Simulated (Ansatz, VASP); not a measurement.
# AlRu: VASP beside Ansatz

The input INCAR:

```
  PREC = Accurate
  ENCUT = 520
  EDIFF = 1E-7
  ISMEAR = 0
  SIGMA = 0.1
  LREAL = False
  LASPH = True
  NELM = 60
  ALGO = Normal
  ISIF = 2
  LWAVE = False
  LCHARG = False
  GGA = PS
  NBANDS = 16
```

File KPOINTS:

```
Automatic mesh
0
Gamma
  12 12 12
```

The input POSCAR:

```
AlRu
1.0
    3.0562783920      0.1196640000     -0.1196640000
    0.1196640000      3.0562783920      0.1196640000
   -0.1196640000      0.1196640000      3.0562783920
Al Ru
1 1
Direct
    0.0000000000      0.0000000000      0.0000000000
    0.5000000000      0.5000000000      0.5000000000
```

Input for Ansatz:

```yaml
crystal:
  lattice:
    - [3.056278392, 0.119664, -0.119664]
    - [0.119664, 3.056278392, 0.119664]
    - [-0.119664, 0.119664, 3.056278392]
  atoms:
    - { symbol: Al, position: [0.0, 0.0, 0.0] }
    - { symbol: Ru, position: [0.5, 0.5, 0.5] }
basis:
  ecutwfc: 420
kpoints:
  mp_grid: { grid: [12, 12, 12] }
hamiltonian:
  xc: pbesol
scf:
  occupations: { method: gaussian, width: 0.1 }
output:
  forces: true
  stress: true
  eigenvalues: true
```

Alike in both runs: task single point; functional PBEsol; k mesh 12 × 12 × 12; occupations gaussian, width 0.1 eV; no spin polarisation.

|  | VASP | Ansatz |
| --- | --- | --- |
| version | VASP 6.6.1 | Ansatz 0.2.0 |
| potentials or method | VASP PAW PBE potentials, release 64 (Al, Ru_pv), cutoff 520 eV | scalar-relativistic, plane waves, PAW |
| valence electrons in the cell | 17 | 19 |

Ansatz gave:

| Item | Value |
| --- | --- |
| gap on the k mesh at the Fermi level (eV) | none |
| pressure (GPa) | -11.1 |
| traceless stress, the component that is largest in VASP (GPa) | -10.95 |

Problem. Which values does VASP return?

Solution. gap on the k mesh at the Fermi level (eV): none; pressure (GPa): -11.0; traceless stress, the component that is largest in VASP (GPa): -10.97.

VASP's potentials were made for PBE, not for PBEsol. A gap of «none» marks a metal or a gap that the smearing closes. The functional is the same, so the differences come from potentials, cutoffs and numerics. VASP's potentials hold 17 valence electrons a cell and Ansatz's 19, so a difference there can come from the potentials and not from the codes.
